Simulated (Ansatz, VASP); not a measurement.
# B2Pt2Cl: VASP beside Ansatz

```
CELL_PARAMETERS angstrom
3.30204 0.00000 0.00000
0.00000 3.30204 0.00000
0.00000 0.00000 7.56977
ATOMIC_POSITIONS crystal
B 0.50000 0.00000 0.37908
B 0.00000 0.50000 0.37908
Pt 0.50000 0.00000 0.61855
Pt 0.00000 0.50000 0.61855
Cl 0.00000 0.00000 0.67815
```

Alike in both runs: task single point; functional PBE; k mesh 6 × 6 × 2; occupations gaussian, width 0.1 eV; collinear spin.

|  | VASP | Ansatz |
| --- | --- | --- |
| version | VASP 6.6.1 | Ansatz 0.2.0 |
| potentials or method | VASP PAW PBE potentials, release 64 (B, Pt, Cl), cutoff 520 eV | scalar-relativistic, plane waves, PAW |
| valence electrons in the cell | 33 | 49 |

```tsv
	VASP	Ansatz	Ansatz less VASP
gap on the k mesh at the Fermi level (eV)	none	none	-
rms of the force components (eV/Å)	10.416	10.398	-0.0183
net moment per atom (μB)	0.00	0.00	0.000
```

Atom by atom the forces differ by 0.025 eV/Å (rms over components). A gap of «none» marks a metal or a gap that the smearing closes. With one functional, cell and mesh, what is left measures potentials, basis and numerics. VASP's potentials hold 33 valence electrons a cell and Ansatz's 49, so a difference there can come from the potentials and not from the codes. Ansatz's warnings: seeded moment not kept.

The k mesh is coarse, so the values compare programs but aren't converged. Neither program's run includes spin-orbit coupling.
